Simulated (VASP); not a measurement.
# Ti (Im-3m) in VASP: single point with PBEsol

Aim: the single point of Ti with PBEsol.

All numbers are computed with VASP 6.6.1; they aren't measurements. Logs are shortened: lines on timing, memory, paths and dates and some standing lists are left out, and cuts for length are marked.

## 1. The cell of the first run

The structure is cubic, space group Im-3m (No. 229). Conventional cell: a = 3.210 Å, b = 3.210 Å, c = 3.210 Å, α = 90.00°, β = 90.00°, γ = 90.00°. Within 3.7 Å of Ti (site symmetry m-3m) lie 14 Ti at 2.78 to 3.21 Å.

## 2. Single point, PBEsol

Input file INCAR:

```
SYSTEM = Ti
PREC = Accurate
ENCUT = 520
EDIFF = 1E-6
ISMEAR = 0
SIGMA = 0.1
LREAL = .FALSE.
LASPH = .TRUE.
NELM = 80
ALGO = Normal
ISIF = 2
LWAVE = .FALSE.
LCHARG = .TRUE.
GGA = PS
LELF = .TRUE.
LVHAR = .TRUE.
NBANDS = 12
```

Input file KPOINTS:

```
Automatic mesh
0
G
  18 18 18
  0 0 0
```

Input file POSCAR:

```
Ti
1.0
   -1.6049139933      1.6049139933      1.6049139933
    1.6049139933     -1.6049139933      1.6049139933
    1.6049139933      1.6049139933     -1.6049139933
Ti
1
Direct
    0.0000000000      0.0000000000      0.0000000000
```

Potentials or basis: VASP PAW PBE potentials, release 64 (Ti_sv).

Launch:

```console
$ cat potpaw_PBE.64/Ti_sv/POTCAR > POTCAR
$ mpirun -np 1 vasp_std > vasp.out
```

OUTCAR:

```text
SYSTEM = Ti
   PREC = Accurate
   ENCUT = 520
   EDIFF = 1E-6
   ISMEAR = 0
   LREAL = .FALSE.
   LASPH = .TRUE.
   NELM = 80
   ISIF = 2
   GGA = PS

 ion  position               nearest neighbor table
   1  0.000  0.000  0.000-

  LATTYP: Found a body centered cubic cell.
 ALAT       =     3.2098279866

  Lattice vectors:

 A1 = (  -1.6049139933,   1.6049139933,   1.6049139933)
 A2 = (   1.6049139933,  -1.6049139933,   1.6049139933)
 A3 = (   1.6049139933,   1.6049139933,  -1.6049139933)

Analysis of symmetry for initial positions (statically):
=====================================================================
 Subroutine PRICEL returns:
 Original cell was already a primitive cell.

 Routine SETGRP: Setting up the symmetry group for a
 body centered cubic supercell.

 Subroutine GETGRP returns: Found 48 space group operations
 (whereof 48 operations were pure point group operations)
 out of a pool of 48 trial point group operations.

The static configuration has the point symmetry O_h .

Analysis of symmetry for dynamics (positions and initial velocities):
=====================================================================
 Subroutine PRICEL returns:
 Original cell was already a primitive cell.

 Routine SETGRP: Setting up the symmetry group for a
 body centered cubic supercell.

 Subroutine GETGRP returns: Found 48 space group operations
 (whereof 48 operations were pure point group operations)
 out of a pool of 48 trial point group operations.

The dynamic configuration has the point symmetry O_h .

 Subroutine INISYM returns: Found 48 space group operations
 (whereof 48 operations are pure point group operations),
 and found     1 'primitive' translations

----------------------------------------------------------------------------------------

                                     Primitive cell

  volume of cell :      16.5354

  direct lattice vectors                    reciprocal lattice vectors
    -1.604913993  1.604913993  1.604913993     0.000000000  0.311543174  0.311543174
     1.604913993 -1.604913993  1.604913993     0.311543174  0.000000000  0.311543174
     1.604913993  1.604913993 -1.604913993     0.311543174  0.311543174  0.000000000

  length of vectors
     2.779792578  2.779792578  2.779792578     0.440588582  0.440588582  0.440588582

  position of ions in fractional coordinates (direct lattice)
     0.000000000  0.000000000  0.000000000

  ion indices of the primitive-cell ions
   primitive index   ion index
                 1           1

----------------------------------------------------------------------------------------

 KPOINTS: Automatic mesh

Automatic generation of k-mesh.
 Grid dimensions read from file:
 generate k-points for:   18   18   18

 Generating k-lattice:

  Cartesian coordinates                     Fractional coordinates (reciprocal lattice)
     0.000000000  0.017307954  0.017307954     0.055555556  0.000000000  0.000000000
     0.017307954  0.000000000  0.017307954     0.000000000  0.055555556  0.000000000
     0.017307954  0.017307954  0.000000000     0.000000000  0.000000000  0.055555556

  Length of vectors
     0.024477143  0.024477143  0.024477143

  Shift w.r.t. Gamma in fractional coordinates (k-lattice)
     0.000000000  0.000000000  0.000000000

 Subroutine IBZKPT returns following result:
 ===========================================

 Found    195 irreducible k-points:

 Following reciprocal coordinates:
            Coordinates               Weight
  0.000000  0.000000  0.000000      1.000000
  0.055556  0.000000  0.000000     12.000000
  0.111111  0.000000  0.000000     12.000000
  0.166667  0.000000  0.000000     12.000000
  0.222222  0.000000  0.000000     12.000000
  0.277778  0.000000  0.000000     12.000000
[... 16 lines left out ...]
  0.333333  0.111111  0.000000     48.000000
  0.388889  0.111111  0.000000     48.000000
 [... further k-points ...]
   k-points           NKPTS =    195   k-points in BZ     NKDIM =    195   number of bands    NBANDS=     12
   number of dos      NEDOS =    301   number of ions     NIONS =      1
   total plane-waves  NPLWV =  13824
   dimension x,y,z NGX =    24 NGY =   24 NGZ =   24
   dimension x,y,z NGXF=    48 NGYF=   48 NGZF=   48
   ions per type =               1
   NGX,Y,Z   is equivalent  to a cutoff of  14.35, 14.35, 14.35 a.u.
   NGXF,Y,Z  is equivalent  to a cutoff of  28.71, 28.71, 28.71 a.u.
 SYSTEM =  Ti
   PREC   = accura    normal or accurate (medium, high low for compatibility)
   ISTART =      0    job   : 0-new  1-cont  2-samecut
   ICHARG =      2    charge: 1-file 2-atom 10-const
   ISPIN  =      1    spin polarized calculation?
   LNONCOLLINEAR =      F non collinear calculations
   LSORBIT =      F    spin-orbit coupling
   LASPH  =      T    aspherical Exc in radial PAW
   ENCUT  =  520.0 eV  38.22 Ry    6.18 a.u.   5.17  5.17  5.17*2*pi/ulx,y,z
   NELM   =     80;   NELMIN=  2; NELMDL= -5     # of ELM steps
   EDIFF  = 0.1E-05   stopping-criterion for ELM
   LREAL  =      F    real-space projection
   EDIFFG = 0.1E-04   stopping-criterion for IOM
   NSW    =      0    number of steps for IOM
   IBRION =     -1    ionic relax: 0-MD 1-quasi-New 2-CG
   NFREE  =      0    steps in history (QN), initial steepest desc. (CG)
   ISIF   =      2    stress and relaxation
   ISYM   =      2    0-nonsym 1-usesym 2-fastsym
   POTIM  = 0.5000    time-step for ionic-motion
   TEBEG  =    0.0;   TEEND  =   0.0 temperature during run
   PSTRESS=    0.0 pullay stress
   NELECT =      12.0000    total number of electrons
   NUPDOWN=      -1.0000    fix difference up-down
   EMIN   =  10.00;   EMAX   =-10.00  energy-range for DOS
   EFERMI =   0.00;   METHOD = LEGACY
   ISMEAR =     0;   SIGMA  =   0.10  broadening in eV -4-tet -1-fermi 0-gaus
   EFERMI_NEDOS =   21; number of points for ismear=-14 and -15
   IALGO  =     38    algorithm
   IMIX   =      4    mixing-type and parameters
     AMIX     =   0.40;   BMIX     =  1.00
     AMIX_MAG =   1.60;   BMIX_MAG =  1.00
  volume/ion in A,a.u.               =      16.54       111.59
  Fermi-wavevector in a.u.,A,eV,Ry     =   1.471172  2.780112 29.447734  2.164347
  Thomas-Fermi vector in A             =   2.586340
   LORBIT       =      0    0 simple, 1 ext, 2 COOP (PROOUT), +10 PAW based schemes
   GGA     = PS    functional components
   LHFCALC =     F    Hartree Fock is set to
   AEXX    =    0.0000 exact exchange contribution
   IVDW    =     0    specifies the selected vdW correction
   LEPSILON=     F    determine dielectric tensor
   LRPA    =     F    only Hartree local field effects (RPA)
 non-spin polarized calculation
 Gauss-broadening in eV      SIGMA  =   0.10
  energy-cutoff  :      520.00
  volume of cell :       16.54
 maximum number of plane-waves:       466
 NGX is ok and might be reduce to    24
   NGX = 11   NGY = 11   NGZ = 11

 number of electron      12.0000001 magnetization

 Free energy of the ion-electron system (eV)
  ---------------------------------------------------
  ext. energy  EPLUGINS =         0.00000000
  ---------------------------------------------------
  free energy    TOTEN  =        -8.24096561 eV

  energy without entropy =       -8.22995359  energy(sigma->0) =       -8.23545960

 E-fermi :   8.4724     XC(G=0): -11.8684

 val. band max:        8.4634686240   @ k =   0.3333   0.2222   0.0000
 cond. band min:       8.4755380255   @ k =  -0.4444   0.5000   0.1111
 fundamental gap:      0.0120694014
 Fermi energy:         8.4723825231

 k-point     1 :       0.0000    0.0000    0.0000
  band No.  band energies     occupation
      1     -47.7293      2.00000
      2     -23.6169      2.00000
      3     -23.6169      2.00000
      4     -23.6169      2.00000
      5       2.4187      2.00000
      6       9.5002      0.00000
      7       9.5002      0.00000
      8       9.5002      0.00000
      9      11.3830      0.00000
     10      11.3830      0.00000
     11      26.2457      0.00000
     12      26.2457      0.00000

 k-point     2 :       0.0556    0.0000    0.0000
  band No.  band energies     occupation
      1     -47.7244      2.00000
      2     -23.6421      2.00000
      3     -23.6245      2.00000
      4     -23.6170      2.00000
      5       2.5299      2.00000
      6       9.4477      0.00000
      7       9.4863      0.00000
      8       9.5827      0.00000
      9      11.3200      0.00000
     10      11.3859      0.00000
     11      26.1092      0.00000
     12      26.2452      0.00000

 k-point     3 :       0.1111    0.0000    0.0000
  band No.  band energies     occupation
      1     -47.7104      2.00000
      2     -23.7144      2.00000
      3     -23.6466      2.00000
      4     -23.6176      2.00000
      5       2.8551      2.00000
      6       9.3001      0.00000
      7       9.4255      0.00000
      8       9.8258      0.00000
      9      11.1763      0.00000
     10      11.3968      0.00000
     11      25.6541      0.00000
     12      26.1553      0.00000
[... 286 lines left out ...]
 k-point    23 :       0.3333    0.1111    0.0000
  band No.  band energies     occupation
      1     -47.5793      2.00000
      2     -24.3083      2.00000
      3     -23.8610      2.00000
      4     -23.6556      2.00000
      5       5.9881      2.00000
      6       8.1643      1.99999
      7       8.7866      0.00001
      8      11.2281      0.00000
      9      11.8014      0.00000
     10      12.9085      0.00000
     11      19.2233      0.00000
     12      22.3737      0.00000

 k-point    24 :       0.3889    0.1111    0.0000
  band No.  band energies     occupation
      1     -47.5658      2.00000
      2     -24.3644      2.00000
      3     -23.8874      2.00000
      4     -23.6566      2.00000
      5       6.1365      2.00000
      6       8.0716      2.00000
      7       9.1009      0.00000
      8      11.3033      0.00000
      9      11.8919      0.00000
     10      13.3812      0.00000
     11      18.1581      0.00000
     12      22.0031      0.00000

 [... further k-points ...]
[... 5 lines left out ...]
  --------------------------------------------------------------------------------------
  -------------------------------------------------------------------------------------
  Total       -0.0249067     -0.0249067     -0.0249067      0.0000000     -0.0000000      0.0000000
  in kB       -2.4133017     -2.4133017     -2.4133017      0.0000000     -0.0000000      0.0000000
  external PRESSURE =      -2.4133017 kB  Pullay stress =       0.0000000 kB

 VOLUME and BASIS-vectors are now :
 -----------------------------------------------------------------------------
  energy-cutoff  :      520.00
  volume of cell :       16.54
      direct lattice vectors                 reciprocal lattice vectors
    -1.604913993  1.604913993  1.604913993     0.000000000  0.311543174  0.311543174
     1.604913993 -1.604913993  1.604913993     0.311543174  0.000000000  0.311543174
     1.604913993  1.604913993 -1.604913993     0.311543174  0.311543174  0.000000000

 POSITION                                       TOTAL-FORCE (eV/Angst)
 -----------------------------------------------------------------------------------
      0.00000      0.00000      0.00000        -0.000000     -0.000000      0.000000
 -----------------------------------------------------------------------------------
    total drift:                                0.000000      0.000000      0.000000

  FREE ENERGIE OF THE ION-ELECTRON SYSTEM (eV)
  ---------------------------------------------------
  free  energy   TOTEN  =        -8.2409656140 eV

  energy  without entropy=       -8.2299535862  energy(sigma->0) =       -8.23545960
```

It took 17 s on 1 thread of Intel Xeon 6975P-C (Granite Rapids), shared host; peak memory 0.16 GiB.

Results:

```yaml
Free_energy: -8.2410 eV
Pressure: -0.2 GPa
Band_gap_on_the_k_mesh: zero (band 6 reaches 9.50 eV, above the bottom of band 7 at 7.89 eV)
```

Caveat: the PAW data sets were made with another functional, which shifts forces and pressure a little.
